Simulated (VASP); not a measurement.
# Se (Pm-3m) in VASP: single point with LDA

Aim: the single point of Se with LDA.

All numbers are computed with VASP 6.6.1; they aren't measurements. Logs are shortened: lines on timing, memory, paths and dates and some standing lists are left out, and cuts for length are marked.

### Step 1. The cell of the first run

Symmetry: Pm-3m, No. 221, cubic system. Conventional cell: a = 2.811 Å, b = 2.811 Å, c = 2.811 Å, α = 90.00°, β = 90.00°, γ = 90.00°. Within 3.7 Å of Se (site symmetry m-3m) lie 6 Se at 2.81 Å.

This isn't the form of Se at room conditions, which is trigonal, of chains.

### Step 2. Single point, LDA

Contents of INCAR:

```
SYSTEM = Se
ALGO = Normal
EDIFF = 1E-7
ENCUT = 520
GGA = CA
ISIF = 2
ISMEAR = -1
LASPH = .TRUE.
LCHARG = .FALSE.
LREAL = .FALSE.
LWAVE = .FALSE.
NBANDS = 9
NELM = 80
PREC = Accurate
SIGMA = 0.02
```

Contents of KPOINTS:

```
k-points
0
G
  18 18 18
  0 0 0
```

Contents of POSCAR:

```
Se
1.0
    2.8105630200      0.0000000000      0.0000000000
    0.0000000000      2.8105630200      0.0000000000
    0.0000000000      0.0000000000      2.8105630200
Se
1
Direct
    0.0000000000      0.0000000000      0.0000000000
```

Potentials or basis: VASP PAW LDA potentials, release 64 (Se).

On the command line:

```sh
$ cat potpaw_LDA.64/Se/POTCAR > POTCAR
$ mpirun -np 1 vasp_std > vasp.out
```

OUTCAR:

```text
SYSTEM = Se
   EDIFF = 1E-7
   ENCUT = 520
   GGA = CA
   ISIF = 2
   ISMEAR = -1
   LASPH = .TRUE.
   LREAL = .FALSE.
   NELM = 80
   PREC = Accurate

 ion  position               nearest neighbor table
   1  0.000  0.000  0.000-

  LATTYP: Found a simple cubic cell.
 ALAT       =     2.8105630200

  Lattice vectors:

 A1 = (   2.8105630200,   0.0000000000,   0.0000000000)
 A2 = (   0.0000000000,   2.8105630200,   0.0000000000)
 A3 = (   0.0000000000,   0.0000000000,   2.8105630200)

Analysis of symmetry for initial positions (statically):
=====================================================================
 Subroutine PRICEL returns:
 Original cell was already a primitive cell.

 Routine SETGRP: Setting up the symmetry group for a
 simple cubic supercell.

 Subroutine GETGRP returns: Found 48 space group operations
 (whereof 48 operations were pure point group operations)
 out of a pool of 48 trial point group operations.

The static configuration has the point symmetry O_h .

Analysis of symmetry for dynamics (positions and initial velocities):
=====================================================================
 Subroutine PRICEL returns:
 Original cell was already a primitive cell.

 Routine SETGRP: Setting up the symmetry group for a
 simple cubic supercell.

 Subroutine GETGRP returns: Found 48 space group operations
 (whereof 48 operations were pure point group operations)
 out of a pool of 48 trial point group operations.

The dynamic configuration has the point symmetry O_h .

 Subroutine INISYM returns: Found 48 space group operations
 (whereof 48 operations are pure point group operations),
 and found     1 'primitive' translations

----------------------------------------------------------------------------------------

                                     Primitive cell

  volume of cell :      22.2014

  direct lattice vectors                    reciprocal lattice vectors
     2.810563020  0.000000000  0.000000000     0.355800597  0.000000000  0.000000000
     0.000000000  2.810563020  0.000000000     0.000000000  0.355800597  0.000000000
     0.000000000  0.000000000  2.810563020     0.000000000  0.000000000  0.355800597

  length of vectors
     2.810563020  2.810563020  2.810563020     0.355800597  0.355800597  0.355800597

  position of ions in fractional coordinates (direct lattice)
     0.000000000  0.000000000  0.000000000

  ion indices of the primitive-cell ions
   primitive index   ion index
                 1           1

----------------------------------------------------------------------------------------

 KPOINTS: k-points

Automatic generation of k-mesh.
 Grid dimensions read from file:
 generate k-points for:   18   18   18

 Generating k-lattice:

  Cartesian coordinates                     Fractional coordinates (reciprocal lattice)
     0.019766700  0.000000000  0.000000000     0.055555556  0.000000000  0.000000000
     0.000000000  0.019766700  0.000000000     0.000000000  0.055555556  0.000000000
     0.000000000  0.000000000  0.019766700     0.000000000  0.000000000  0.055555556

  Length of vectors
     0.019766700  0.019766700  0.019766700

  Shift w.r.t. Gamma in fractional coordinates (k-lattice)
     0.000000000  0.000000000  0.000000000

 Subroutine IBZKPT returns following result:
 ===========================================

 Found    220 irreducible k-points:

 Following reciprocal coordinates:
            Coordinates               Weight
  0.000000  0.000000  0.000000      1.000000
  0.055556  0.000000  0.000000      6.000000
  0.111111  0.000000  0.000000      6.000000
  0.166667  0.000000  0.000000      6.000000
  0.222222  0.000000  0.000000      6.000000
  0.277778  0.000000  0.000000      6.000000
[... 16 lines left out ...]
  0.277778  0.111111  0.000000     24.000000
  0.333333  0.111111  0.000000     24.000000
 [... further k-points ...]
   k-points           NKPTS =    220   k-points in BZ     NKDIM =    220   number of bands    NBANDS=      9
   number of dos      NEDOS =    301   number of ions     NIONS =      1
   total plane-waves  NPLWV =  13824
   dimension x,y,z NGX =    24 NGY =   24 NGZ =   24
   dimension x,y,z NGXF=    48 NGYF=   48 NGZF=   48
   ions per type =               1
   NGX,Y,Z   is equivalent  to a cutoff of  14.20, 14.20, 14.20 a.u.
   NGXF,Y,Z  is equivalent  to a cutoff of  28.39, 28.39, 28.39 a.u.
 SYSTEM =  Se
   PREC   = accura    normal or accurate (medium, high low for compatibility)
   ISTART =      0    job   : 0-new  1-cont  2-samecut
   ICHARG =      2    charge: 1-file 2-atom 10-const
   ISPIN  =      1    spin polarized calculation?
   LNONCOLLINEAR =      F non collinear calculations
   LSORBIT =      F    spin-orbit coupling
   LASPH  =      T    aspherical Exc in radial PAW
   ENCUT  =  520.0 eV  38.22 Ry    6.18 a.u.   5.23  5.23  5.23*2*pi/ulx,y,z
   NELM   =     80;   NELMIN=  2; NELMDL= -5     # of ELM steps
   EDIFF  = 0.1E-06   stopping-criterion for ELM
   LREAL  =      F    real-space projection
   EDIFFG = 0.1E-05   stopping-criterion for IOM
   NSW    =      0    number of steps for IOM
   IBRION =     -1    ionic relax: 0-MD 1-quasi-New 2-CG
   NFREE  =      0    steps in history (QN), initial steepest desc. (CG)
   ISIF   =      2    stress and relaxation
   ISYM   =      2    0-nonsym 1-usesym 2-fastsym
   POTIM  = 0.5000    time-step for ionic-motion
   TEBEG  =    0.0;   TEEND  =   0.0 temperature during run
   PSTRESS=    0.0 pullay stress
   NELECT =       6.0000    total number of electrons
   NUPDOWN=      -1.0000    fix difference up-down
   EMIN   =  10.00;   EMAX   =-10.00  energy-range for DOS
   EFERMI =   0.00;   METHOD = LEGACY
   ISMEAR =    -1;   SIGMA  =   0.02  broadening in eV -4-tet -1-fermi 0-gaus
   EFERMI_NEDOS =   21; number of points for ismear=-14 and -15
   IALGO  =     38    algorithm
   IMIX   =      4    mixing-type and parameters
     AMIX     =   0.40;   BMIX     =  1.00
     AMIX_MAG =   1.60;   BMIX_MAG =  1.00
  volume/ion in A,a.u.               =      22.20       149.82
  Fermi-wavevector in a.u.,A,eV,Ry     =   1.058438  2.000157 15.242472  1.120290
  Thomas-Fermi vector in A             =   2.193747
   LORBIT       =      0    0 simple, 1 ext, 2 COOP (PROOUT), +10 PAW based schemes
   GGA     = CA    functional components
   LHFCALC =     F    Hartree Fock is set to
   AEXX    =    0.0000 exact exchange contribution
   IVDW    =     0    specifies the selected vdW correction
   LEPSILON=     F    determine dielectric tensor
   LRPA    =     F    only Hartree local field effects (RPA)
 non-spin polarized calculation
  energy-cutoff  :      520.00
  volume of cell :       22.20
 maximum number of plane-waves:       624
 NGX is ok and might be reduce to    24
   NGX = 11   NGY = 11   NGZ = 11

 number of electron       5.9999998 magnetization

 Free energy of the ion-electron system (eV)
  ---------------------------------------------------
  ext. energy  EPLUGINS =         0.00000000
  ---------------------------------------------------
  free energy    TOTEN  =        -4.06446837 eV

  energy without entropy =       -4.06360928  energy(sigma->0) =       -4.06403882

 E-fermi :   4.9594     XC(G=0): -10.2375

 val. band max:        4.9482380199   @ k =   0.5000   0.3333   0.2222
 cond. band min:       4.9947283541   @ k =   0.1667   0.1111   0.0000
 fundamental gap:      0.0464903342
 Fermi energy:         4.9593608518

 k-point     1 :       0.0000    0.0000    0.0000
  band No.  band energies     occupation
      1     -11.2521      2.00000
      2       6.3421      0.00000
      3       6.3421      0.00000
      4       6.3421      0.00000
      5      12.6708      0.00000
      6      12.7137      0.00000
      7      12.7137      0.00000
      8      27.3205      0.00000
      9      27.3205      0.00000

 k-point     2 :       0.0556    0.0000    0.0000
  band No.  band energies     occupation
      1     -11.2073      2.00000
      2       5.8264      0.00000
      3       6.3776      0.00000
      4       6.3776      0.00000
      5      12.7366      0.00000
      6      12.7591      0.00000
      7      13.3098      0.00000
      8      26.3222      0.00000
      9      26.3222      0.00000

 k-point     3 :       0.1111    0.0000    0.0000
  band No.  band energies     occupation
      1     -11.0742      2.00000
      2       4.6538      2.00000
      3       6.4817      0.00000
      4       6.4817      0.00000
      5      12.8940      0.00000
      6      12.8964      0.00000
      7      14.7506      0.00000
      8      24.8396      0.00000
      9      24.8396      0.00000

 k-point     4 :       0.1667    0.0000    0.0000
  band No.  band energies     occupation
      1     -10.8579      2.00000
      2       3.2803      2.00000
      3       6.6479      0.00000
      4       6.6479      0.00000
      5      13.1142      0.00000
      6      13.1617      0.00000
      7      16.5248      0.00000
      8      23.3887      0.00000
      9      23.3887      0.00000
[... 205 lines left out ...]
 k-point    22 :       0.2222    0.1111    0.0000
  band No.  band energies     occupation
      1     -10.3904      2.00000
      2       2.0761      2.00000
      3       5.2390      0.00000
      4       7.0005      0.00000
      5      13.6517      0.00000
      6      15.2806      0.00000
      7      18.0491      0.00000
      8      20.4828      0.00000
      9      22.1920      0.00000

 k-point    23 :       0.2778    0.1111    0.0000
  band No.  band energies     occupation
      1     -10.0440      2.00000
      2       0.8058      2.00000
      3       5.5231      0.00000
      4       7.2459      0.00000
      5      14.0481      0.00000
      6      15.4744      0.00000
      7      18.1043      0.00000
      8      20.8828      0.00000
      9      21.0354      0.00000

 k-point    24 :       0.3333    0.1111    0.0000
  band No.  band energies     occupation
      1      -9.6699      2.00000
      2      -0.3065      2.00000
      3       5.8186      0.00000
      4       7.4955      0.00000
      5      14.4823      0.00000
      6      15.5297      0.00000
      7      17.6693      0.00000
      8      20.0637      0.00000
      9      20.9253      0.00000

 [... further k-points ...]

------------------------ aborting loop because EDIFF is reached ----------------------------------------

  FORCE on cell =-STRESS in cart. coord.  units (eV):
  Direction    XX          YY          ZZ          XY          YZ          ZX
  --------------------------------------------------------------------------------------
  -------------------------------------------------------------------------------------
  Total       -0.4566152     -0.4566152     -0.4566152     -0.0000000     -0.0000000      0.0000000
  in kB      -32.9519367    -32.9519367    -32.9519367     -0.0000000     -0.0000000      0.0000000
  external PRESSURE =     -32.9519367 kB  Pullay stress =       0.0000000 kB

 VOLUME and BASIS-vectors are now :
 -----------------------------------------------------------------------------
  energy-cutoff  :      520.00
  volume of cell :       22.20
      direct lattice vectors                 reciprocal lattice vectors
     2.810563020  0.000000000  0.000000000     0.355800597  0.000000000  0.000000000
     0.000000000  2.810563020  0.000000000     0.000000000  0.355800597  0.000000000
     0.000000000  0.000000000  2.810563020     0.000000000  0.000000000  0.355800597

 POSITION                                       TOTAL-FORCE (eV/Angst)
 -----------------------------------------------------------------------------------
      0.00000      0.00000      0.00000         0.000000      0.000000      0.000000
 -----------------------------------------------------------------------------------
    total drift:                               -0.000000      0.000000      0.000000

  FREE ENERGIE OF THE ION-ELECTRON SYSTEM (eV)
  ---------------------------------------------------
  free  energy   TOTEN  =        -4.0644683655 eV

  energy  without entropy=       -4.0636092759  energy(sigma->0) =       -4.06403882
```

Wall time 33 s (1 thread of Intel Xeon 8259CL, shared host); peak memory 0.16 GiB.

Results:

```yaml
Free_energy: -4.0645 eV
Pressure: -3.3 GPa
Band_gap_on_the_k_mesh: zero (bands 3 and 4 overlap by 6.22 eV)
```

Levels at points of the mesh, in eV from the Fermi level:
| k point | band 1 | band 2 | band 3 | band 4 | band 5 | band 6 | band 7 | band 8 |
| --- | --- | --- | --- | --- | --- | --- | --- | --- |
| (0.00, 0.00, 0.00) | -16.21 | 1.38 | 1.38 | 1.38 | 7.71 | 7.75 | 7.75 | 22.36 |
| (0.50, 0.00, 0.00) | -14.08 | -7.13 | 2.84 | 2.84 | 9.98 | 11.56 | 12.38 | 13.55 |
| (0.50, 0.50, 0.00) | -11.98 | -5.14 | -5.14 | 2.73 | 4.15 | 13.50 | 15.82 | 15.82 |
| (0.50, 0.50, 0.50) | -9.83 | -3.39 | -3.39 | -3.39 | 5.73 | 5.73 | 5.73 | 9.67 |

Caveat: the cell stands under tension.
